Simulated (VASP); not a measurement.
# CaSe (I4/mmm) in VASP: settings compared, part 2 of 2

VASP 6.6.1.

## (4) Single point, r2SCAN (uniaxial z strain -4.9%)

File POSCAR:

```
CaSe
1.0
    0.0000000000      2.9675306064      2.8227151128
    2.9675306064      0.0000000000      2.8227151128
    2.9675306064      2.9675306064      0.0000000000
Ca Se
1 1
Direct
    0.0000000000      0.0000000000      0.0000000000
    0.5000000000      0.5000000000      0.5000000000
```

File INCAR.step1:

```
  PREC = Accurate
  ENCUT = 520
  ISMEAR = 0
  SIGMA = 0.01
  LREAL = False
  LASPH = True
  NELM = 60
  NBANDS = 15
  GGA = PE
  ALGO = Normal
  EDIFF = 1E-4
  LWAVE = True
  LCHARG = False
```

File INCAR.step2:

```
  PREC = Accurate
  ENCUT = 520
  EDIFF = 1E-6
  ISMEAR = 0
  SIGMA = 0.01
  LREAL = False
  LASPH = True
  NELM = 60
  ALGO = Normal
  ISIF = 2
  LWAVE = False
  LCHARG = False
  METAGGA = R2SCAN
  LMIXTAU = True
  NBANDS = 15
  ISTART = 1
```

File KPOINTS:

```
Automatic mesh
0
Gamma
  8 8 8
```

Potentials or basis: VASP PAW PBE potentials, release 64 (Ca_sv, Se).

The run is started by

```bash
cat potpaw_PBE.64/Ca_sv/POTCAR potpaw_PBE.64/Se/POTCAR > POTCAR
cp INCAR.step1 INCAR
mpirun -np 1 vasp_std > vasp.out
cp INCAR.step2 INCAR
mpirun -np 1 vasp_std > vasp.out
```

OUTCAR:

```text
PREC = Accurate
   ENCUT = 520
   EDIFF = 1E-6
   ISMEAR = 0
   LREAL = False
   LASPH = True
   NELM = 60
   ISIF = 2
   METAGGA = R2SCAN
   ISTART = 1

 ion  position               nearest neighbor table
   1  0.000  0.000  0.000-   2 2.82   2 2.82   2 2.97   2 2.97   2 2.97   2 2.97
   2  0.500  0.500  0.500-   1 2.82   1 2.82   1 2.97   1 2.97   1 2.97   1 2.97

  LATTYP: Found a body centered tetragonal cell.
 ALAT       =     4.1967220303
 C/A-ratio  =     1.3451999405

  Lattice vectors:

 A1 = (   0.0000000000,  -2.9675306064,  -2.8227151128)
 A2 = (   0.0000000000,   2.9675306064,  -2.8227151128)
 A3 = (   2.9675306064,   0.0000000000,   2.8227151128)

Analysis of symmetry for initial positions (statically):
=====================================================================
 Subroutine PRICEL returns:
 Original cell was already a primitive cell.

 Routine SETGRP: Setting up the symmetry group for a
 body centered tetragonal supercell.

 Subroutine GETGRP returns: Found 16 space group operations
 (whereof 16 operations were pure point group operations)
 out of a pool of 16 trial point group operations.

The static configuration has the point symmetry D_4h.

Analysis of symmetry for dynamics (positions and initial velocities):
=====================================================================
 Subroutine PRICEL returns:
 Original cell was already a primitive cell.

 Routine SETGRP: Setting up the symmetry group for a
 body centered tetragonal supercell.

 Subroutine GETGRP returns: Found 16 space group operations
 (whereof 16 operations were pure point group operations)
 out of a pool of 16 trial point group operations.

The dynamic configuration has the point symmetry D_4h.

 Subroutine INISYM returns: Found 16 space group operations
 (whereof 16 operations are pure point group operations),
 and found     1 'primitive' translations

----------------------------------------------------------------------------------------

                                     Primitive cell

  volume of cell :      49.7150

  direct lattice vectors                    reciprocal lattice vectors
     0.000000000  2.967530606  2.822715113    -0.168490259  0.168490259  0.177134418
     2.967530606  0.000000000  2.822715113     0.168490259 -0.168490259  0.177134418
     2.967530606  2.967530606  0.000000000     0.168490259  0.168490259 -0.177134418

  length of vectors
     4.095602338  4.095602338  4.196722030     0.296908297  0.296908297  0.296908297

  position of ions in fractional coordinates (direct lattice)
     0.000000000  0.000000000  0.000000000
     0.500000000  0.500000000  0.500000000

  ion indices of the primitive-cell ions
   primitive index   ion index
                 1           1
                 2           2

----------------------------------------------------------------------------------------

 KPOINTS: Automatic mesh

Automatic generation of k-mesh.
 Grid dimensions read from file:
 generate k-points for:    8    8    8

 Generating k-lattice:

  Cartesian coordinates                     Fractional coordinates (reciprocal lattice)
    -0.021061282  0.021061282  0.022141802     0.125000000  0.000000000  0.000000000
     0.021061282 -0.021061282  0.022141802     0.000000000  0.125000000  0.000000000
     0.021061282  0.021061282 -0.022141802    -0.000000000 -0.000000000  0.125000000

  Length of vectors
     0.037113537  0.037113537  0.037113537

  Shift w.r.t. Gamma in fractional coordinates (k-lattice)
     0.000000000  0.000000000  0.000000000

 Subroutine IBZKPT returns following result:
 ===========================================

 Found     59 irreducible k-points:

 Following reciprocal coordinates:
            Coordinates               Weight
  0.000000  0.000000  0.000000      1.000000
  0.125000  0.000000  0.000000      8.000000
  0.250000  0.000000  0.000000      8.000000
  0.375000  0.000000  0.000000      8.000000
  0.500000  0.000000  0.000000      4.000000
  0.125000  0.125000  0.000000      2.000000
[... 16 lines left out ...]
  0.250000  0.000000  0.125000     16.000000
  0.375000  0.000000  0.125000     16.000000
 [... further k-points ...]
   k-points           NKPTS =     59   k-points in BZ     NKDIM =     59   number of bands    NBANDS=     15
   number of dos      NEDOS =    301   number of ions     NIONS =      2
   total plane-waves  NPLWV =  28800
   dimension x,y,z NGX =    30 NGY =   30 NGZ =   32
   dimension x,y,z NGXF=    60 NGYF=   60 NGZF=   64
   ions per type =               1   1
   NGX,Y,Z   is equivalent  to a cutoff of  12.18, 12.18, 12.68 a.u.
   NGXF,Y,Z  is equivalent  to a cutoff of  24.35, 24.35, 25.35 a.u.
 SYSTEM =  unknown system
   PREC   = accura    normal or accurate (medium, high low for compatibility)
   ISTART =      1    job   : 0-new  1-cont  2-samecut
   ICHARG =      0    charge: 1-file 2-atom 10-const
   ISPIN  =      1    spin polarized calculation?
   LNONCOLLINEAR =      F non collinear calculations
   LSORBIT =      F    spin-orbit coupling
   LASPH  =      T    aspherical Exc in radial PAW
   ENCUT  =  520.0 eV  38.22 Ry    6.18 a.u.   7.62  7.62  7.80*2*pi/ulx,y,z
   NELM   =     60;   NELMIN=  2; NELMDL=  0     # of ELM steps
   EDIFF  = 0.1E-05   stopping-criterion for ELM
   LREAL  =      F    real-space projection
   EDIFFG = 0.1E-04   stopping-criterion for IOM
   NSW    =      0    number of steps for IOM
   IBRION =     -1    ionic relax: 0-MD 1-quasi-New 2-CG
   NFREE  =      0    steps in history (QN), initial steepest desc. (CG)
   ISIF   =      2    stress and relaxation
   ISYM   =      2    0-nonsym 1-usesym 2-fastsym
   POTIM  = 0.5000    time-step for ionic-motion
   TEBEG  =    0.0;   TEEND  =   0.0 temperature during run
   PSTRESS=    0.0 pullay stress
   NELECT =      16.0000    total number of electrons
   NUPDOWN=      -1.0000    fix difference up-down
   EMIN   =  10.00;   EMAX   =-10.00  energy-range for DOS
   EFERMI =   0.00;   METHOD = LEGACY
   ISMEAR =     0;   SIGMA  =   0.01  broadening in eV -4-tet -1-fermi 0-gaus
   EFERMI_NEDOS =   21; number of points for ismear=-14 and -15
   IALGO  =     38    algorithm
   IMIX   =      4    mixing-type and parameters
     AMIX     =   0.40;   BMIX     =  1.00
     AMIX_MAG =   1.60;   BMIX_MAG =  1.00
  volume/ion in A,a.u.               =      24.86       167.75
  Fermi-wavevector in a.u.,A,eV,Ry     =   1.121895  2.120075 17.124961  1.258649
  Thomas-Fermi vector in A             =   2.258552
   LORBIT       =      0    0 simple, 1 ext, 2 COOP (PROOUT), +10 PAW based schemes
   METAGGA = R2SCAN    functional components
   LHFCALC =     F    Hartree Fock is set to
   AEXX    =    0.0000 exact exchange contribution
   IVDW    =     0    specifies the selected vdW correction
   LEPSILON=     F    determine dielectric tensor
   LRPA    =     F    only Hartree local field effects (RPA)
 non-spin polarized calculation
 Gauss-broadening in eV      SIGMA  =   0.01
  energy-cutoff  :      520.00
  volume of cell :       49.72
 maximum number of plane-waves:      1355
   NGX = 15   NGY = 15   NGZ = 15

 number of electron      16.0000000 magnetization

 Free energy of the ion-electron system (eV)
  ---------------------------------------------------
  ext. energy  EPLUGINS =         0.00000000
  ---------------------------------------------------
  free energy    TOTEN  =       -25.91814188 eV

  energy without entropy =      -25.91814188  energy(sigma->0) =      -25.91814188

 E-fermi :   2.6344     XC(G=0):  -9.7574

 val. band max:        2.5000943970   @ k =   0.0000   0.0000   0.0000
 cond. band min:       4.8324210832   @ k =   0.5000   0.5000   0.0000
 fundamental gap:      2.3323266862
 Fermi energy:         2.6344344349

 k-point     1 :       0.0000    0.0000    0.0000
  band No.  band energies     occupation
      1     -38.6945      2.00000
      2     -18.8184      2.00000
      3     -18.8183      2.00000
      4     -18.8130      2.00000
      5      -9.8818      2.00000
      6       2.4508      2.00000
      7       2.4508      2.00000
      8       2.5001      2.00000
      9       6.5642      0.00000
     10       6.5643      0.00000
     11       6.6324      0.00000
     12       6.9147      0.00000
     13       7.2207      0.00000
     14       7.6359      0.00000
[... 401 lines left out ...]
      2     -18.9178      2.00000
      3     -18.8333      2.00000
      4     -18.8253      2.00000
      5      -9.2903      2.00000
      6      -0.2409      2.00000
      7       1.2531      2.00000
      8       1.5012      2.00000
      9       6.6873      0.00000
     10       8.1862      0.00000
     11       8.3282      0.00000
     12       8.9333      0.00000
     13       9.4363      0.00000
     14      10.4544      0.00000
     15      11.9219      0.00000

 [... further k-points ...]
[... 5 lines left out ...]
  --------------------------------------------------------------------------------------
  -------------------------------------------------------------------------------------
  Total        0.3932633      0.3932633      2.5202769      0.0000000     -0.0000000      0.0000000
  in kB       12.6737921     12.6737921     81.2215694      0.0000000     -0.0000000      0.0000000
  external PRESSURE =      35.5230512 kB  Pullay stress =       0.0000000 kB

 VOLUME and BASIS-vectors are now :
 -----------------------------------------------------------------------------
  energy-cutoff  :      520.00
  volume of cell :       49.72
      direct lattice vectors                 reciprocal lattice vectors
     0.000000000  2.967530606  2.822715113    -0.168490259  0.168490259  0.177134418
     2.967530606  0.000000000  2.822715113     0.168490259 -0.168490259  0.177134418
     2.967530606  2.967530606  0.000000000     0.168490259  0.168490259 -0.177134418

 POSITION                                       TOTAL-FORCE (eV/Angst)
 -----------------------------------------------------------------------------------
      0.00000      0.00000      0.00000        -0.000000     -0.000000     -0.000000
      2.96753      2.96753      2.82272         0.000000      0.000000      0.000000
 -----------------------------------------------------------------------------------
    total drift:                               -0.000000      0.000000      0.000000

  FREE ENERGIE OF THE ION-ELECTRON SYSTEM (eV)
  ---------------------------------------------------
  free  energy   TOTEN  =       -25.9181418763 eV

  energy  without entropy=      -25.9181418763  energy(sigma->0) =      -25.91814188
```

OUTCAR.step1:

```text
PREC = Accurate
   ENCUT = 520
   ISMEAR = 0
   LREAL = False
   LASPH = True
[... 654 lines left out ...]
      0.00000      0.00000      0.00000        -0.000000      0.000000      0.000000
      2.96753      2.96753      2.82272         0.000000     -0.000000     -0.000000
 -----------------------------------------------------------------------------------
    total drift:                               -0.000000      0.000000      0.000000

  FREE ENERGIE OF THE ION-ELECTRON SYSTEM (eV)
  ---------------------------------------------------
  free  energy   TOTEN  =        -9.4181460931 eV

  energy  without entropy=       -9.4181460931  energy(sigma->0) =       -9.41814609
```

It took 7.4 min on 1 thread of AMD EPYC 7R13, shared host; peak memory 0.17 GiB.

What came out:

* Free energy: -25.9181 eV
* Pressure: 3.6 GPa
* Band gap on the k mesh: 2.33 eV, indirect (least direct gap 3.28 eV)

Caveat: the cell differs from its parent crystal (uniaxial z strain -4.9%); the PAW data sets were made with another functional, which shifts forces and pressure a little. A k mesh can miss the band edges.

## (5) Summary

```csv
level,k mesh,smearing,gap on the mesh (eV),pressure (GPa)
PBE,4 × 4 × 4,gaussian 0.01 eV,1.86,4.1
PBE,8 × 8 × 8,fermi-dirac 0.02 eV,1.87,3.9
r2SCAN,8 × 8 × 8,gaussian 0.01 eV,2.33,3.6
```

Alike in all rows: task single point; potentials or basis VASP PAW PBE potentials, release 64 (Ca_sv, Se); no spin polarisation; cell as given; cutoff (eV) 520.

Caveats: some runs use coarse meshes; the PAW data sets were made with another functional, which shifts forces and pressure a little (some runs).

Absolute energies hang on the potentials; compare differences alone.
